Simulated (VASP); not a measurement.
Write the native input for VASP 6.6.1 that does the following.

* Task: single point
* Functional: PBE
* Potentials or basis: VASP PAW PBE potentials, release 64 (Li_sv, F)
* Cutoff: 520 eV
* k mesh: 9 × 9 × 6
* Occupations: gaussian, width 0.05 eV
* Spin: no spin polarisation
* Dipole correction: no
* Further INCAR settings: ALGO = Normal; EDIFF = 1e-06; NBANDS = 18

The structure of LiF lies in POSCAR:

```
LiF
1.0
    3.1550203684      0.0000000000      0.0000000000
   -1.5775101842      2.7323277885      0.0000000000
    0.0000000000      0.0000000000      5.5815465338
Li F
2 2
Direct
    0.3333333333      0.6666666667      0.3810713234
    0.6666666667      0.3333333333      0.8810713234
    0.3333333333      0.6666666667      0.9939266766
    0.6666666667      0.3333333333      0.4939266766
```

This cell differs from its parent crystal: volume 12.029 Å^3 an atom, c/a of the conventional cell 1.7691.

One way to write it, as run:

INCAR

```
  PREC = Accurate
  ENCUT = 520
  EDIFF = 1E-6
  ISMEAR = 0
  SIGMA = 0.05
  LREAL = False
  LASPH = True
  NELM = 100
  ALGO = Normal
  ISIF = 2
  LWAVE = False
  LCHARG = False
  GGA = PE
  NBANDS = 18
```

KPOINTS

```
regular mesh
0
Gamma
  9 9 6
```

Potentials or basis: VASP PAW PBE potentials, release 64 (Li_sv, F).

Launch:

```sh
$ cat potpaw_PBE.64/Li_sv/POTCAR potpaw_PBE.64/F/POTCAR > POTCAR
$ mpirun -np 1 vasp_std > vasp.out
```

It gave:

| Property | Result |
| --- | --- |
| Largest force | 0.035 eV/Å |
| Band gap on the k mesh | 6.91 eV, direct |

Wall time 40 s on 1 thread of Intel(R) Xeon(R) Platinum 8124M CPU @ 3.00GHz (Skylake/Cascade Lake), with other jobs on the host, peak memory 0.17 GiB.
